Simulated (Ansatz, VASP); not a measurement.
**Ag: VASP beside Ansatz**

The input INCAR:

```
PREC = Accurate
ENCUT = 520
EDIFF = 1E-7
ISMEAR = 0
SIGMA = 0.15
LREAL = False
LASPH = True
NELM = 100
ALGO = Fast
ISIF = 2
LWAVE = False
LCHARG = True
GGA = PS
LELF = True
LVHAR = True
NBANDS = 12
```

KPOINTS

```
Automatic mesh
0
Gamma
  20 20 20
```

The input POSCAR:

```
Ag
1.0
    0.0000000000      2.0431000000      2.2065480000
    2.0431000000      0.0000000000      2.2065480000
    2.0431000000      2.0431000000      0.0000000000
Ag
1
Direct
    0.0000000000      0.0000000000      0.0000000000
```

Input for Ansatz:

```yaml
crystal:
  lattice:
    - [0.0, 2.0431, 2.206548]
    - [2.0431, 0.0, 2.206548]
    - [2.0431, 2.0431, 0.0]
  atoms:
    - { symbol: Ag, position: [0.0, 0.0, 0.0] }
basis:
  ecutwfc: 420
kpoints:
  mp_grid: { grid: [20, 20, 20] }
hamiltonian:
  xc: pbesol
scf:
  occupations: { method: gaussian, width: 0.15 }
output:
  forces: true
  stress: true
  eigenvalues: true
```

Change from the starting cell: strain +0.000 along x and y, +0.080 along z, atoms carried along.

Alike in both runs: task single point; functional PBEsol; k mesh 20 × 20 × 20; occupations gaussian, width 0.15 eV; no spin polarisation.

|  | VASP | Ansatz |
| --- | --- | --- |
| version | VASP 6.6.1 | Ansatz 0.2.0 |
| potentials or method | VASP PAW PBE potentials, release 64 (Ag), cutoff 520 eV | scalar-relativistic, plane waves, PAW |
| valence electrons in the cell | 11 | 19 |

|  | VASP | Ansatz | Ansatz less VASP |
| --- | --- | --- | --- |
| gap on the k mesh at the Fermi level (eV) | none | none | - |
| pressure (GPa) | -8.9 | -8.8 | +0.08 |
| traceless stress, the component that is largest in VASP (GPa) | -1.90 | -1.91 | -0.010 |

VASP's potentials were made for PBE, not for PBEsol. A gap of «none» marks a metal or a gap that the smearing closes. With one functional, cell and mesh, what is left measures potentials, basis and numerics. VASP's potentials hold 11 valence electrons a cell and Ansatz's 19, so a difference there can come from the potentials and not from the codes.
